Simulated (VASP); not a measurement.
PbO:

```
CELL_PARAMETERS angstrom
3.99000 0.00000 0.00000
0.00000 3.99000 0.00000
0.00000 0.00000 5.01000
ATOMIC_POSITIONS crystal
Pb 0.50000 0.00000 0.76000
Pb 0.00000 0.50000 0.24000
O 0.50000 0.50000 0.00000
O 0.00000 0.00000 0.00000
```

Base run:

* Program: VASP 6.6.1
* Functional: HF
* Potentials or basis: VASP PAW PBE potentials, release 64 (Pb_d, O)
* Cutoff: 520 eV
* k mesh: 4 × 4 × 3
* Occupations: fermi-dirac, width 0.05 eV
* Spin: no spin polarisation

Its results: band gap on the k mesh 7.08 eV (least direct gap 9.36 eV); pressure -0.8 GPa; largest force 1.186 eV/Å.

After a change of settings the same cell gave: band gap on the k mesh 2.22 eV (least direct gap 3.54 eV); pressure -1.4 GPa; largest force 0.572 eV/Å. Which change was it?
A. functional from HF to r2SCAN-based global hybrid with 15 % exact exchange; cutoff from 520 eV to 580 eV; share of exact exchange from 1 to 0.15
B. functional from HF to r2SCAN-based global hybrid with 25 % exact exchange; cutoff from 520 eV to 580 eV; share of exact exchange from 1 to 0.25
C. functional from HF to r2SCANh; cutoff from 520 eV to 580 eV; share of exact exchange from 1 to 0.1
D. functional from HF to r2SCAN-based global hybrid with 10 % exact exchange; cutoff from 520 eV to 580 eV; share of exact exchange from 1 to 0.1

A.

Caveats: the PAW data sets were made with another functional, which shifts forces and pressure a little; spin-orbit coupling is left out, which moves the levels of the heavy elements.
